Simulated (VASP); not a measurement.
Set up this calculation in VASP 6.6.1, as the native input.

```
Task                   : single point
Functional             : PBE
Potentials or basis    : VASP PAW PBE potentials, release 64 (Be, Te)
Cutoff                 : 520 eV
k mesh                 : 2 × 2 × 2
Occupations            : methfessel-paxton, width 0.0951 eV
Spin                   : no spin polarisation
Dipole correction      : no
Further INCAR settings : LREAL = Auto; ALGO = Normal; EDIFF = 1e-06; NBANDS = 44
```

The structure of Be7Te8 (a cell with a defect) lies in POSCAR:

```
Be7Te8
1.0
    0.0000000000      5.5810420000      5.5810420000
    5.5810420000      0.0000000000      5.5810420000
    5.5810420000      5.5810420000      0.0000000000
Be Te
7 8
Direct
    0.0018582551     -0.0311624603      0.0295122309
    0.0021107170      0.5316759845     -0.0097987078
   -0.0630603568      0.2314104606      0.4328221325
    0.4967236405      0.0166537897     -0.0061553918
    0.5303941450     -0.0292475849      0.5011506812
    0.5030853557      0.4953835682      0.0036515583
    0.4932956964      0.5333708293      0.5005918250
    0.1189212516      0.1557258483      0.1025830839
    0.1497688962      0.0361286477      0.6485035411
    0.1319460595      0.5918954740      0.1703836846
    0.1244110867      0.7037998460      0.6219022362
    0.6309838736      0.1177238050      0.1300458767
    0.6060268853      0.1576299730      0.6159915120
    0.6207271868      0.6417739734      0.1194118410
    0.6704598353      0.5946290137      0.6331895549
```

These files were run (other wordings do the same):

INCAR

```
  PREC = Accurate
  ENCUT = 520
  EDIFF = 1E-6
  ISMEAR = 1
  SIGMA = 0.0951
  LREAL = Auto
  LASPH = True
  NELM = 60
  ALGO = Normal
  ISIF = 2
  LWAVE = False
  LCHARG = False
  GGA = PE
  NBANDS = 44
```

KPOINTS

```
regular mesh
0
Gamma
  2 2 2
```

Potentials or basis: VASP PAW PBE potentials, release 64 (Be, Te).

The run is started by

```console
$ cat potpaw_PBE.64/Be/POTCAR potpaw_PBE.64/Te/POTCAR > POTCAR
$ mpirun -np 1 vasp_std > vasp.out
```

It gave:

| Property | Result |
| --- | --- |
| Pressure | 1.9 GPa |
| Largest force | 0.274 eV/Å |
| Band gap on the k mesh | 0.62 eV |

Caveat: the k points lie up to 0.49 Å⁻¹ apart; spin-orbit coupling is left out, which moves the levels of the heavy elements.

It took 3.1 min on 1 thread of Intel(R) Xeon(R) Platinum 8488C (Sapphire Rapids), with other jobs on the host, peak memory 0.5 GiB.
